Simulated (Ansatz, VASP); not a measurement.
**Two plane-wave programs on CuO**

INCAR

```
SYSTEM = CuO
  PREC = Accurate
  ENCUT = 700
  EDIFF = 1E-6
  ISMEAR = -1
  SIGMA = 0.05
  LREAL = .False.
  LASPH = .True.
  NELM = 200
  ALGO = Normal
  ISIF = 2
  LWAVE = .False.
  LCHARG = .True.
  LMAXMIX = 4
  LDAU = .True.
  LDAUTYPE = 2
  LDAUL = 2 -1
  LDAUU = 4.5 0
  LDAUJ = 0 0
  LDAUPRINT = 1
  GGA = PS
  LELF = .True.
  LVHAR = .True.
  NBANDS = 20
  GGA_COMPAT = .False.
```

Contents of KPOINTS:

```
Automatic mesh
0
Gamma
  10 10 10
  0 0 0
```

POSCAR

```
CuO
1.0
    0.0000000000      2.3272527300      2.3272527300
    2.3272527300      0.0000000000      2.3272527300
    2.3272527300      2.3272527300      0.0000000000
Cu O
1 1
Direct
    0.0000000000      0.0000000000      0.0000000000
    0.2500000000      0.2500000000      0.2500000000
```

input.yaml

```yaml
crystal:
  lattice:
    - [0.0, 2.32725273, 2.32725273]
    - [2.32725273, 0.0, 2.32725273]
    - [2.32725273, 2.32725273, 0.0]
  atoms:
    - { symbol: Cu, position: [0.0, 0.0, 0.0] }
    - { symbol: O, position: [0.25, 0.25, 0.25] }
hamiltonian:
  xc: pbesol
  pseudopotentials: { kind: paw }
  hubbard: { sites: [{ species: Cu, l: d, u_eff: 4.5 }] }
kpoints:
  mp_grid: { grid: [10, 10, 10] }
  band_path:
    path:
      - [[0.0, 0.0, 0.0], [0.5, 0.0, 0.5], [0.5, 0.25, 0.75], [0.375, 0.375, 0.75], [0.0, 0.0, 0.0], [0.5, 0.5, 0.5], [0.625, 0.25, 0.625], [0.5, 0.25, 0.75], [0.5, 0.5, 0.5], [0.375, 0.375, 0.75]]
      - [[0.625, 0.25, 0.625], [0.5, 0.0, 0.5]]
    npoints: 14
scf:
  occupations: { method: fermi_dirac, width: 0.05 }
  n_extra_bands: 6
output:
  forces: true
  stress: true
  eigenvalues: true
  fatbands: false
```

Alike in both runs: functional PBEsol; k mesh 10 × 10 × 10; occupations fermi-dirac, width 0.05 eV; no spin polarisation; Hubbard terms Cu d U = 4.5 eV.

|  | VASP | Ansatz |
| --- | --- | --- |
| version | VASP 6.6.1 | Ansatz 0.2.0 |
| potentials or method | VASP PAW PBE potentials, release 64 (Cu_sv_GW, O) | Ansatz PAW |
| plane-wave cutoff (eV) | 700 | 420 |
| valence electrons in the cell | 25 | 25 |
| task | single point | band structure |

VASP gave:

| Quantity | Value |
| --- | --- |
| gap on the k mesh at the Fermi level (eV) | none |
| pressure (GPa) | -16.5 |

Q: What did Ansatz give for the same quantities?

A: gap on the k mesh at the Fermi level (eV): none; pressure (GPa): -13.2.

VASP's potentials were made for PBE, not for PBEsol. The programs project onto different local orbitals, so the same U acts differently, and such runs can settle in different states. A gap of «none» marks a metal or a gap that the smearing closes.
